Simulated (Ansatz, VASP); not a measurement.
# KRu: VASP beside Ansatz

```
K Ru
1.0
     3.48776    0.00000    0.00000
     0.00000    3.48776    0.00000
     0.00000    0.00000   10.08434
K Ru
2 2
Direct
  0.00000 0.50000 0.29147
  0.50000 0.00000 0.70853
  0.00000 0.00000 0.00000
  0.50000 0.50000 0.00000
```

Alike in both runs: functional PBE; k mesh 4 × 4 × 4; occupations gaussian, width 0.1 eV; no spin polarisation.

Ansatz relaxed the structure, and its values are those at the end. VASP's run is a single point on that final structure, the one shown.

|  | VASP | Ansatz |
| --- | --- | --- |
| version | VASP 6.6.1 | Ansatz 0.2.0 |
| potentials or method | VASP PAW PBE potentials, release 64 (K_sv, Ru_pv), cutoff 520 eV | scalar-relativistic, plane waves, PAW |
| valence electrons in the cell | 46 | 50 |

```csv
,VASP,Ansatz,Ansatz less VASP
gap on the k mesh at the Fermi level (eV),none,none,-
pressure (GPa),0.1,0.1,-0.02
```

A gap of «none» marks a metal or a gap that the smearing closes. VASP's potentials hold 46 valence electrons a cell and Ansatz's 50, so a difference there can come from the potentials and not from the codes.

The k mesh is coarse, so the values compare programs but aren't converged.
